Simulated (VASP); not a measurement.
# NaCl (Fm-3m) in VASP: further runs, part 2 of 2

VASP 6.6.1.

## 3. Single point, PBE

Contents of INCAR:

```
SYSTEM = NaCl
PREC = Accurate
ENCUT = 520
EDIFF = 1E-7
ISMEAR = 0
SIGMA = 0.01
LREAL = .FALSE.
LASPH = .TRUE.
NELM = 80
ALGO = Normal
ISIF = 2
LWAVE = .FALSE.
LCHARG = .FALSE.
GGA = PE
NBANDS = 14
```

Contents of KPOINTS:

```
regular mesh
0
G
  4 4 4
  0 0 0
```

Contents of POSCAR:

```
NaCl
1.0
    0.0000000000      2.8026988303      2.8026988303
    2.8026988303      0.0000000000      2.8026988303
    2.8026988303      2.8026988303      0.0000000000
Na Cl
1 1
Direct
    0.0000000000      0.0000000000      0.0000000000
    0.5000000000      0.5000000000      0.5000000000
```

Potentials or basis: VASP PAW PBE potentials, release 64 (Na_pv, Cl).

Launch:

```console
$ cat potpaw_PBE.64/Na_pv/POTCAR potpaw_PBE.64/Cl/POTCAR > POTCAR
$ mpirun -np 1 vasp_std > vasp.out
```

OUTCAR:

```text
SYSTEM = NaCl
   PREC = Accurate
   ENCUT = 520
   EDIFF = 1E-7
   ISMEAR = 0
   LREAL = .FALSE.
   LASPH = .TRUE.
   NELM = 80
   ISIF = 2
   GGA = PE

 ion  position               nearest neighbor table
   1  0.000  0.000  0.000-
   2  0.500  0.500  0.500-

  LATTYP: Found a face centered cubic cell.
 ALAT       =     5.6053976606

  Lattice vectors:

 A1 = (   0.0000000000,   2.8026988303,   2.8026988303)
 A2 = (   2.8026988303,   0.0000000000,   2.8026988303)
 A3 = (   2.8026988303,   2.8026988303,   0.0000000000)

Analysis of symmetry for initial positions (statically):
=====================================================================
 Subroutine PRICEL returns:
 Original cell was already a primitive cell.

 Routine SETGRP: Setting up the symmetry group for a
 face centered cubic supercell.

 Subroutine GETGRP returns: Found 48 space group operations
 (whereof 48 operations were pure point group operations)
 out of a pool of 48 trial point group operations.

The static configuration has the point symmetry O_h .

Analysis of symmetry for dynamics (positions and initial velocities):
[... 154 lines left out ...]
      3     -21.4078      2.00000
      4     -13.3219      2.00000
      5      -0.6213      2.00000
      6      -0.6213      2.00000
      7      -0.6213      2.00000
      8       4.5573      0.00000
      9      10.5167      0.00000
     10      10.5167      0.00000
     11      10.5167      0.00000
     12      12.7014      0.00000
     13      12.7014      0.00000
     14      14.3403      0.00000
[... 105 lines left out ...]
      1     -21.4230      2.00000
      2     -21.4230      2.00000
      3     -21.4189      2.00000
      4     -12.8988      2.00000
      5      -1.8425      2.00000
      6      -1.8425      2.00000
      7      -1.3980      2.00000
      8       8.2813      0.00000
      9       9.1313      0.00000
     10       9.1313      0.00000
     11      10.8296      0.00000
     12      15.2304      0.00000
     13      15.2304      0.00000
     14      15.7943      0.00000

------------------------ aborting loop because EDIFF is reached ----------------------------------------

  FORCE on cell =-STRESS in cart. coord.  units (eV):
  Direction    XX          YY          ZZ          XY          YZ          ZX
  --------------------------------------------------------------------------------------
  -------------------------------------------------------------------------------------
  Total        0.3472876      0.3472876      0.3472876      0.0000000      0.0000000     -0.0000000
  in kB       12.6369011     12.6369011     12.6369011      0.0000000      0.0000000     -0.0000000
  external PRESSURE =      12.6369011 kB  Pullay stress =       0.0000000 kB

 VOLUME and BASIS-vectors are now :
 -----------------------------------------------------------------------------
  energy-cutoff  :      520.00
  volume of cell :       44.03
      direct lattice vectors                 reciprocal lattice vectors
     0.000000000  2.802698830  2.802698830    -0.178399475  0.178399475  0.178399475
     2.802698830  0.000000000  2.802698830     0.178399475 -0.178399475  0.178399475
     2.802698830  2.802698830  0.000000000     0.178399475  0.178399475 -0.178399475

 POSITION                                       TOTAL-FORCE (eV/Angst)
 -----------------------------------------------------------------------------------
      0.00000      0.00000      0.00000         0.000000      0.000000      0.000000
      2.80270      2.80270      2.80270        -0.000000     -0.000000     -0.000000
 -----------------------------------------------------------------------------------
    total drift:                               -0.000000      0.000000      0.000000

  FREE ENERGIE OF THE ION-ELECTRON SYSTEM (eV)
  ---------------------------------------------------
  free  energy   TOTEN  =        -6.7675747539 eV

  energy  without entropy=       -6.7675747539  energy(sigma->0) =       -6.76757475
```

stdout:

```text
POSCAR found type information on POSCAR NaCl
 POSCAR found :  2 types and       2 ions
 scaLAPACK will be used
 LDA part: xc-table for (Slater+PW92), standard interpolation
 POSCAR, INCAR and KPOINTS ok, starting setup
 FFT: planning ... GRIDC
 FFT: planning ... GRID_SOFT
 FFT: planning ... GRID
 WAVECAR not read
 entering main loop
```

Wall time 9.8 s (1 thread of AMD EPYC 7R13, shared host); peak memory 0.12 GiB.

Results:

| Quantity | Value |
| --- | --- |
| Free energy | -6.7676 eV |
| Pressure | 1.3 GPa |
| Band gap on the k mesh | 5.18 eV |

Levels at points of the mesh, in eV from the valence-band top:
```csv
k point,band 5,band 6,band 7,band 8,band 9,band 10
"(0.00, 0.00, 0.00)",0.00,0.00,0.00,5.18,11.14,11.14
"(0.50, 0.00, 0.00)",-1.98,-0.27,-0.27,7.31,10.78,11.02
"(0.50, 0.50, 0.00)",-1.71,-0.61,-0.61,7.59,8.06,11.45
```

Caveat: the k points lie up to 0.49 Å⁻¹ apart.

## 4. Single point, PBE

Contents of INCAR:

```
PREC = Accurate
ENCUT = 520
EDIFF = 1E-7
ISMEAR = 0
SIGMA = 0.01
LREAL = False
LASPH = True
NELM = 80
ALGO = Normal
ISIF = 2
LWAVE = False
LCHARG = True
GGA = PE
LELF = True
LVHAR = True
NBANDS = 14
```

Contents of KPOINTS:

```
regular mesh
0
Gamma
  4 4 4
```

POSCAR is that of step 3.

Launch:

```console
$ cat potpaw_PBE.64/Na_pv/POTCAR potpaw_PBE.64/Cl/POTCAR > POTCAR
$ mpirun -np 1 vasp_std > vasp.out
```

It took 10 s on 1 thread of AMD EPYC 7R13, shared host; peak memory 0.12 GiB.

The run converged. Its results:

```yaml
Free_energy: -6.7676 eV
Pressure: 1.3 GPa
Band_gap_on_the_k_mesh: 5.18 eV
```

Levels at points of the mesh, in eV from the valence-band top:
```
           k point  band 5  band 6  band 7  band 8  band 9  band 10
(0.00, 0.00, 0.00)    0.00    0.00    0.00    5.18   11.14    11.14
(0.50, 0.00, 0.00)   -1.98   -0.27   -0.27    7.31   10.78    11.02
(0.50, 0.50, 0.00)   -1.71   -0.61   -0.61    7.59    8.06    11.45
```

Caveat: the k points lie up to 0.49 Å⁻¹ apart.

## 5. Single point, LDA

This run uses another cell than the first one, of 20.41 Å³/atom.

Contents of INCAR:

```
SYSTEM = NaCl
PREC = Accurate ; ENCUT = 520
EDIFF = 1E-7 ; ISMEAR = -1
SIGMA = 0.02 ; LREAL = .False.
LASPH = .True. ; NELM = 80
ALGO = Normal ; ISIF = 2
LWAVE = .False. ; LCHARG = .False.
NBANDS = 14
```

Contents of KPOINTS:

```
Automatic mesh
0
Gamma
  8 8 8
  0 0 0
```

Contents of POSCAR:

```
NaCl
1.0
    0.0000000000      2.7329282508      2.7329282508
    2.7329282508      0.0000000000      2.7329282508
    2.7329282508      2.7329282508      0.0000000000
Na Cl
1 1
Direct
    0.0000000000      0.0000000000      0.0000000000
    0.5000000000      0.5000000000      0.5000000000
```

Potentials or basis: VASP PAW LDA potentials, release 64 (Na_pv, Cl).

Launch:

```console
$ cat potpaw_LDA.64/Na_pv/POTCAR potpaw_LDA.64/Cl/POTCAR > POTCAR
$ mpirun -np 1 vasp_std > vasp.out
```

It took 20 s on 1 thread of AMD EPYC 7R13, shared host; peak memory 0.12 GiB.

The run converged. Its results:

```
Free energy            : -7.3892 eV
Pressure               : 0.0 GPa
Band gap on the k mesh : 5.08 eV
```

Levels at points of the mesh, in eV from the valence-band top:
```tsv
k point	band 3	band 4	band 5	band 6	band 7	band 8	band 9	band 10	band 11	band 12
(0.00, 0.00, 0.00)	-20.63	-12.82	0.00	0.00	0.00	5.08	10.93	10.93	10.93	13.29
(0.50, 0.00, 0.00)	-20.63	-12.35	-2.33	-0.33	-0.33	7.05	10.90	10.90	11.04	15.16
(0.50, 0.50, 0.00)	-20.64	-12.30	-2.01	-0.72	-0.72	7.44	7.64	11.62	15.18	15.18
```

## 6. Single point, PBEsol

Contents of INCAR:

```
SYSTEM = NaCl
  PREC = Accurate
  ENCUT = 520
  EDIFF = 1E-6
  ISMEAR = -1
  SIGMA = 0.02
  LREAL = .False.
  LASPH = .True.
  NELM = 100
  ALGO = Normal
  ISIF = 2
  LWAVE = .False.
  LCHARG = .True.
  GGA = PS
  LELF = .True.
  LVHAR = .True.
  NBANDS = 14
```

Contents of KPOINTS:

```
regular mesh
0
Gamma
  8 8 8
  0 0 0
```

Contents of POSCAR:

```
NaCl
1.0
    0.0000000000      2.8010994448      2.8010994448
    2.8010994448      0.0000000000      2.8010994448
    2.8010994448      2.8010994448      0.0000000000
Na Cl
1 1
Direct
    0.0000000000      0.0000000000      0.0000000000
    0.5000000000      0.5000000000      0.5000000000
```

Potentials or basis: VASP PAW PBE potentials, release 64 (Na_pv, Cl).

Launch:

```console
$ cat potpaw_PBE.64/Na_pv/POTCAR potpaw_PBE.64/Cl/POTCAR > POTCAR
$ mpirun -np 1 vasp_std > vasp.out
```

Run time: 25 s. Hardware: 1 thread of AMD EPYC 7R13, shared host; peak memory 0.13 GiB.

The run converged. Its results:

```yaml
Free_energy: -6.9983 eV
Pressure: 0.0 GPa
Band_gap_on_the_k_mesh: 5.01 eV
```

Levels at points of the mesh, in eV from the valence-band top:
```
           k point  band 5  band 6  band 7  band 8  band 9  band 10
(0.00, 0.00, 0.00)    0.00    0.00    0.00    5.01   11.02    11.02
(0.50, 0.00, 0.00)   -2.03   -0.28   -0.28    7.11   10.66    10.91
(0.50, 0.50, 0.00)   -1.76   -0.63   -0.63    7.49    7.87    11.27
```

Caveat: the PAW data sets were made with another functional, which shifts forces and pressure a little.

## 7. Overview

```csv
level,potentials or basis,cell,k mesh,smearing,grid for exact exchange (PRECFOCK),share of exact exchange,screening parameter,gap on the mesh (eV),pressure (GPa)
HSE06,"VASP PAW PBE potentials, release 64 (Na_pv, Cl)","a = 3.964 Å, angles 60.0°, 2 atoms",6 × 6 × 6,gaussian 0.01 eV,Normal,0.25,0.2079 1/Å,6.55,0.7
PBE,"VASP PAW PBE potentials, release 64 (Na_pv, Cl)","a = 3.964 Å, angles 60.0°, 2 atoms",4 × 4 × 4,gaussian 0.01 eV,-,-,-,5.18,1.3
LDA,"VASP PAW LDA potentials, release 64 (Na_pv, Cl)","a = 3.865 Å, angles 60.0°, 2 atoms",8 × 8 × 8,fermi-dirac 0.02 eV,-,-,-,5.08,0.0
PBEsol,"VASP PAW PBE potentials, release 64 (Na_pv, Cl)","a = 3.961 Å, angles 60.0°, 2 atoms",8 × 8 × 8,fermi-dirac 0.02 eV,-,-,-,5.01,0.0
```

Alike in all rows: task single point; no spin polarisation; cutoff (eV) 520.

Caveats: some runs use coarse meshes; the PAW data sets were made with another functional, which shifts forces and pressure a little (at least some runs).

Total energies depend on the potentials used, so only differences within one code and one set of settings carry meaning.
